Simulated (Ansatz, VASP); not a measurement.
# One calculation of Ir, two programs

```
Ir
1.0
     0.00000    1.90539    1.90539
     1.90539    0.00000    1.90539
     1.90539    1.90539    0.00000
Ir
1
Direct
  0.00000 0.00000 0.00000
```

Alike in both runs: functional LDA; k mesh 23 × 23 × 23; occupations fermi-dirac, width 0.05 eV; no spin polarisation.

Ansatz relaxed the structure, and its values are those at the end. VASP's run is a single point on that final structure, the one shown.

|  | VASP | Ansatz |
| --- | --- | --- |
| version | VASP 6.6.1 | Ansatz 0.2.0 |
| potentials or method | VASP PAW LDA potentials, release 64 (Ir) | PAW with Ansatz's default frozen-core files, scalar-relativistic |
| plane-wave cutoff (eV) | 520 | 420 |
| valence electrons in the cell | 9 | 17 |

VASP gave:

```
pressure (GPa) : 2.7
```

What did Ansatz give for the same quantities?

Pressure (GPa): 0.0.

LDA's correlation is that of Perdew and Zunger in VASP and of Perdew and Wang (1992) in Ansatz. VASP's potentials hold 9 valence electrons a cell and Ansatz's 17, so a difference there can come from the potentials and not from the codes.

Spin-orbit coupling is off throughout.
